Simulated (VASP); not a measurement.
# BiTe (P-3m1) in VASP: single point with PBEsol

Aim: the single point of BiTe with PBEsol.

All numbers are computed with VASP 6.6.1; they aren't measurements. Logs are shortened: lines on timing, memory, paths and dates and some standing lists are left out, and cuts for length are marked.

### 1 The cell of the first run

Symmetry: P-3m1, No. 164, trigonal system. The conventional cell has a = 4.425 Å, b = 4.425 Å, c = 23.750 Å, α = 90.00°, β = 90.00°, γ = 120.00°. Within 4.0 Å of Bi (site symmetry 3m) lie 6 Te at 3.07 to 3.24 Å. Bi (site symmetry 3m) has 6 Te at 3.08 to 3.23 Å within 4.1 Å. Bi (site symmetry 3m) has 3 Bi at 3.05 Å and 3 Te at 3.50 Å within 4.0 Å. Te (site symmetry 3m) has 3 Bi at 3.07 Å and 3 Te at 3.58 Å within 4.0 Å. Te (site symmetry 3m) has 6 Bi at 3.23 to 3.24 Å within 4.2 Å. Within 4.1 Å of Te (site symmetry 3m) lie 6 Bi at 3.08 to 3.50 Å.

### 2 Single point, PBEsol

Contents of INCAR:

```
ALGO = Normal
EDIFF = 1E-6
ENCUT = 520
GGA = PS
ISIF = 2
ISMEAR = 0
LASPH = True
LCHARG = True
LELF = True
LREAL = False
LVHAR = True
LWAVE = False
NBANDS = 75
NELM = 60
PREC = Accurate
SIGMA = 0.1
```

Contents of KPOINTS:

```
k-points
0
Gamma
  6 6 1
```

Contents of POSCAR:

```
BiTe
1.0
    4.4247846291      0.0000000000      0.0000000000
   -2.2123923145      3.8319758950      0.0000000000
    0.0000000000      0.0000000000     23.7498131891
Bi Te
6 6
Direct
    0.0000000000      0.0000000000      0.1244757382
    0.0000000000      0.0000000000      0.8755242618
    0.3333333333      0.6666666667      0.2916810914
    0.6666666667      0.3333333333      0.7083189086
    0.6666666667      0.3333333333      0.4647739341
    0.3333333333      0.6666666667      0.5352260659
    0.3333333333      0.6666666667      0.0529074745
    0.6666666667      0.3333333333      0.9470925255
    0.6666666667      0.3333333333      0.2085710248
    0.3333333333      0.6666666667      0.7914289752
    0.0000000000      0.0000000000      0.3642553096
    0.0000000000      0.0000000000      0.6357446904
```

Potentials or basis: VASP PAW PBE potentials, release 64 (Bi_d, Te).

Started as:

```console
$ cat potpaw_PBE.64/Bi_d/POTCAR potpaw_PBE.64/Te/POTCAR > POTCAR
$ mpirun -np 1 vasp_std > vasp.out
```

OUTCAR:

```text
EDIFF = 1E-6
   ENCUT = 520
   GGA = PS
   ISIF = 2
   ISMEAR = 0
   LASPH = True
   LREAL = False
   NELM = 60
   PREC = Accurate

 ion  position               nearest neighbor table
   1  0.000  0.000  0.124-   7 3.07   7 3.07   7 3.07   9 3.24   9 3.24   9 3.24
   2  0.000  0.000  0.876-   8 3.07   8 3.07   8 3.07  10 3.24  10 3.24  10 3.24
   3  0.333  0.667  0.292-  11 3.08  11 3.08  11 3.08   9 3.23   9 3.23   9 3.23
   4  0.667  0.333  0.708-  12 3.08  12 3.08  12 3.08  10 3.23  10 3.23  10 3.23
   5  0.667  0.333  0.465-   6 3.05   6 3.05   6 3.05  11 3.50  11 3.50  11 3.50
   6  0.333  0.667  0.535-   5 3.05   5 3.05   5 3.05  12 3.50  12 3.50  12 3.50
   7  0.333  0.667  0.053-   1 3.07   1 3.07   1 3.07   8 3.58   8 3.58   8 3.58
   8  0.667  0.333  0.947-   2 3.07   2 3.07   2 3.07   7 3.58   7 3.58   7 3.58
   9  0.667  0.333  0.209-   3 3.23   3 3.23   3 3.23   1 3.24   1 3.24   1 3.24
  10  0.333  0.667  0.791-   4 3.23   4 3.23   4 3.23   2 3.24   2 3.24   2 3.24
  11  0.000  0.000  0.364-   3 3.08   3 3.08   3 3.08   5 3.50   5 3.50   5 3.50
  12  0.000  0.000  0.636-   4 3.08   4 3.08   4 3.08   6 3.50   6 3.50   6 3.50

  LATTYP: Found a hexagonal cell.
 ALAT       =     4.4247846291
 C/A-ratio  =     5.3674506625

  Lattice vectors:

 A1 = (   4.4247846291,   0.0000000000,   0.0000000000)
 A2 = (  -2.2123923145,   3.8319758950,   0.0000000000)
 A3 = (   0.0000000000,   0.0000000000,  23.7498131891)

Analysis of symmetry for initial positions (statically):
=====================================================================
 Subroutine PRICEL returns:
 Original cell was already a primitive cell.

 Routine SETGRP: Setting up the symmetry group for a
 hexagonal supercell.

 Subroutine GETGRP returns: Found 12 space group operations
 (whereof 12 operations were pure point group operations)
 out of a pool of 24 trial point group operations.

The static configuration has the point symmetry D_3d.

Analysis of symmetry for dynamics (positions and initial velocities):
=====================================================================
 Subroutine PRICEL returns:
 Original cell was already a primitive cell.

 Routine SETGRP: Setting up the symmetry group for a
 hexagonal supercell.

 Subroutine GETGRP returns: Found 12 space group operations
 (whereof 12 operations were pure point group operations)
 out of a pool of 24 trial point group operations.

The dynamic configuration has the point symmetry D_3d.

 Subroutine INISYM returns: Found 12 space group operations
 (whereof 12 operations are pure point group operations),
 and found     1 'primitive' translations

----------------------------------------------------------------------------------------

                                     Primitive cell

  volume of cell :     402.6939

  direct lattice vectors                    reciprocal lattice vectors
     4.424784629  0.000000000  0.000000000     0.225999700  0.130480988  0.000000000
    -2.212392315  3.831975895  0.000000000     0.000000000  0.260961976  0.000000000
     0.000000000  0.000000000 23.749813189     0.000000000  0.000000000  0.042105594

  length of vectors
     4.424784629  4.424784629 23.749813189     0.260961976  0.260961976  0.042105594

  position of ions in fractional coordinates (direct lattice)
     0.000000000  0.000000000  0.124475738
     0.000000000  0.000000000  0.875524262
     0.333333333  0.666666667  0.291681091
     0.666666667  0.333333333  0.708318909
     0.666666667  0.333333333  0.464773934
     0.333333333  0.666666667  0.535226066
     0.333333333  0.666666667  0.052907475
     0.666666667  0.333333333  0.947092525
     0.666666667  0.333333333  0.208571025
     0.333333333  0.666666667  0.791428975
     0.000000000  0.000000000  0.364255310
     0.000000000  0.000000000  0.635744690

  ion indices of the primitive-cell ions
   primitive index   ion index
                 1           1
                 2           2
                 3           3
                 4           4
                 5           5
                 6           6
                 7           7
                 8           8
                 9           9
                10          10
                11          11
                12          12

----------------------------------------------------------------------------------------

 KPOINTS: k-points

Automatic generation of k-mesh.
 Grid dimensions read from file:
 generate k-points for:    6    6    1

 Generating k-lattice:

  Cartesian coordinates                     Fractional coordinates (reciprocal lattice)
     0.037666617  0.021746831  0.000000000     0.166666667  0.000000000  0.000000000
     0.000000000  0.043493663  0.000000000     0.000000000  0.166666667  0.000000000
     0.000000000  0.000000000  0.042105594     0.000000000  0.000000000  1.000000000

  Length of vectors
     0.043493663  0.043493663  0.042105594

  Shift w.r.t. Gamma in fractional coordinates (k-lattice)
     0.000000000  0.000000000  0.000000000

 Subroutine IBZKPT returns following result:
 ===========================================

 Found      7 irreducible k-points:

 Following reciprocal coordinates:
            Coordinates               Weight
  0.000000  0.000000  0.000000      1.000000
  0.166667 -0.000000  0.000000      6.000000
  0.333333 -0.000000  0.000000      6.000000
  0.500000 -0.000000  0.000000      3.000000
  0.166667  0.166667  0.000000      6.000000
  0.333333  0.166667  0.000000     12.000000
  0.333333  0.333333  0.000000      2.000000
   k-points           NKPTS =      7   k-points in BZ     NKDIM =      7   number of bands    NBANDS=     75
   number of dos      NEDOS =    301   number of ions     NIONS =     12
   total plane-waves  NPLWV = 233280
   dimension x,y,z NGX =    36 NGY =   36 NGZ =  180
   dimension x,y,z NGXF=    72 NGYF=   72 NGZF=  360
   ions per type =               6   6
   NGX,Y,Z   is equivalent  to a cutoff of  13.53, 13.53, 12.60 a.u.
   NGXF,Y,Z  is equivalent  to a cutoff of  27.05, 27.05, 25.20 a.u.
 SYSTEM =  unknown system
   PREC   = accura    normal or accurate (medium, high low for compatibility)
   ISTART =      0    job   : 0-new  1-cont  2-samecut
   ICHARG =      2    charge: 1-file 2-atom 10-const
   ISPIN  =      1    spin polarized calculation?
   LNONCOLLINEAR =      F non collinear calculations
   LSORBIT =      F    spin-orbit coupling
   LASPH  =      T    aspherical Exc in radial PAW
   ENCUT  =  520.0 eV  38.22 Ry    6.18 a.u.   8.23  8.23 44.16*2*pi/ulx,y,z
   NELM   =     60;   NELMIN=  2; NELMDL= -5     # of ELM steps
   EDIFF  = 0.1E-05   stopping-criterion for ELM
   LREAL  =      F    real-space projection
   EDIFFG = 0.1E-04   stopping-criterion for IOM
   NSW    =      0    number of steps for IOM
   IBRION =     -1    ionic relax: 0-MD 1-quasi-New 2-CG
   NFREE  =      0    steps in history (QN), initial steepest desc. (CG)
   ISIF   =      2    stress and relaxation
   ISYM   =      2    0-nonsym 1-usesym 2-fastsym
   POTIM  = 0.5000    time-step for ionic-motion
   TEBEG  =    0.0;   TEEND  =   0.0 temperature during run
   PSTRESS=    0.0 pullay stress
   NELECT =     126.0000    total number of electrons
   NUPDOWN=      -1.0000    fix difference up-down
   EMIN   =  10.00;   EMAX   =-10.00  energy-range for DOS
   EFERMI =   0.00;   METHOD = LEGACY
   ISMEAR =     0;   SIGMA  =   0.10  broadening in eV -4-tet -1-fermi 0-gaus
   EFERMI_NEDOS =   21; number of points for ismear=-14 and -15
   IALGO  =     38    algorithm
   IMIX   =      4    mixing-type and parameters
     AMIX     =   0.40;   BMIX     =  1.00
     AMIX_MAG =   1.60;   BMIX_MAG =  1.00
  volume/ion in A,a.u.               =      33.56       226.46
  Fermi-wavevector in a.u.,A,eV,Ry     =   1.111407  2.100256 16.806278  1.235227
  Thomas-Fermi vector in A             =   2.247970
   LORBIT       =      0    0 simple, 1 ext, 2 COOP (PROOUT), +10 PAW based schemes
   GGA     = PS    functional components
   LHFCALC =     F    Hartree Fock is set to
   AEXX    =    0.0000 exact exchange contribution
   IVDW    =     0    specifies the selected vdW correction
   LEPSILON=     F    determine dielectric tensor
   LRPA    =     F    only Hartree local field effects (RPA)
 non-spin polarized calculation
 Gauss-broadening in eV      SIGMA  =   0.10
  energy-cutoff  :      520.00
  volume of cell :      402.69
 maximum number of plane-waves:     10890
 NGX is ok and might be reduce to    36
   NGX = 17   NGY = 17   NGZ = 89

 number of electron     126.0000021 magnetization

 Free energy of the ion-electron system (eV)
  ---------------------------------------------------
  ext. energy  EPLUGINS =         0.00000000
  ---------------------------------------------------
  free energy    TOTEN  =       -49.28122778 eV

  energy without entropy =      -49.28068417  energy(sigma->0) =      -49.28095597

 E-fermi :   6.4561     XC(G=0):  -9.6034

 val. band max:        6.2707819184   @ k =   0.1667  -0.0000   0.0000
 cond. band min:       6.5931176852   @ k =   0.0000   0.0000   0.0000
 fundamental gap:      0.3223357668
 Fermi energy:         6.4561153519

 k-point     1 :       0.0000    0.0000    0.0000
  band No.  band energies     occupation
      1     -16.8904      2.00000
      2     -16.8904      2.00000
      3     -16.8903      2.00000
      4     -16.8903      2.00000
      5     -16.8752      2.00000
      6     -16.8752      2.00000
[... 67 lines left out ...]
     74       8.0195      0.00000
     75       8.0195      0.00000
[... 466 lines left out ...]
     74       9.9256      0.00000
     75       9.9256      0.00000

------------------------ aborting loop because EDIFF is reached ----------------------------------------

  FORCE on cell =-STRESS in cart. coord.  units (eV):
  Direction    XX          YY          ZZ          XY          YZ          ZX
  --------------------------------------------------------------------------------------
  -------------------------------------------------------------------------------------
  Total       -0.1859067     -0.1859067     -0.0595730     -0.0000000      0.0000000      0.0000000
  in kB       -0.7396574     -0.7396574     -0.2370200     -0.0000000      0.0000000      0.0000000
  external PRESSURE =      -0.5721116 kB  Pullay stress =       0.0000000 kB

 VOLUME and BASIS-vectors are now :
 -----------------------------------------------------------------------------
  energy-cutoff  :      520.00
  volume of cell :      402.69
      direct lattice vectors                 reciprocal lattice vectors
     4.424784629  0.000000000  0.000000000     0.225999700  0.130480988  0.000000000
    -2.212392315  3.831975895  0.000000000     0.000000000  0.260961976  0.000000000
     0.000000000  0.000000000 23.749813189     0.000000000  0.000000000  0.042105594

 POSITION                                       TOTAL-FORCE (eV/Angst)
 -----------------------------------------------------------------------------------
      0.00000      0.00000      2.95628        -0.000000      0.000000      0.001559
      0.00000      0.00000     20.79354         0.000000     -0.000000     -0.001559
     -0.00000      2.55465      6.92737        -0.000000      0.000000      0.013939
      2.21239      1.27733     16.82244         0.000000      0.000000     -0.013939
      2.21239      1.27733     11.03829        -0.000000     -0.000000     -0.000941
     -0.00000      2.55465     12.71152         0.000000      0.000000      0.000941
     -0.00000      2.55465      1.25654        -0.000000      0.000000     -0.018671
      2.21239      1.27733     22.49327         0.000000     -0.000000      0.018671
      2.21239      1.27733      4.95352         0.000000     -0.000000      0.012887
     -0.00000      2.55465     18.79629         0.000000      0.000000     -0.012887
      0.00000      0.00000      8.65100         0.000000     -0.000000     -0.016933
      0.00000      0.00000     15.09882         0.000000      0.000000      0.016933
 -----------------------------------------------------------------------------------
    total drift:                                0.000000     -0.000000      0.000000

  FREE ENERGIE OF THE ION-ELECTRON SYSTEM (eV)
  ---------------------------------------------------
  free  energy   TOTEN  =       -49.2812277765 eV

  energy  without entropy=      -49.2806841665  energy(sigma->0) =      -49.28095597
```

Run time: 6.3 min. Hardware: 1 thread of AMD EPYC 7R13 (Zen 3), shared host; peak memory 0.55 GiB.

What came out:

```yaml
Free_energy: -49.2812 eV
Pressure: -0.1 GPa
Largest_force: 0.019 eV/Å
Band_gap_on_the_k_mesh: 0.32 eV, indirect (least direct gap 0.42 eV)
```

Forces in eV/Å, atoms in the order of the input:
```
Bi   0.000  0.000  0.002
Bi   0.000  0.000 -0.002
Bi   0.000  0.000  0.014
Bi   0.000  0.000 -0.014
Bi   0.000  0.000 -0.001
Bi   0.000  0.000  0.001
Te   0.000  0.000 -0.019
Te   0.000  0.000  0.019
Te   0.000  0.000  0.013
Te   0.000  0.000 -0.013
Te   0.000  0.000 -0.017
Te   0.000  0.000  0.017
```

Levels at points of the mesh, in eV from the valence-band top:
```tsv
k point	band 59	band 60	band 61	band 62	band 63	band 64	band 65	band 66	band 67	band 68
(0.00, 0.00, 0.00)	-1.16	-0.41	-0.32	-0.32	-0.09	0.32	0.59	0.59	0.69	0.69
(0.50, 0.00, 0.00)	-1.48	-1.26	-1.11	-1.07	-0.70	0.89	0.97	1.22	1.35	1.51
```

Caveat: the PAW data sets were made with another functional, which shifts forces and pressure a little; spin-orbit coupling is left out, which moves the levels of the heavy elements. A k mesh can miss the band edges.
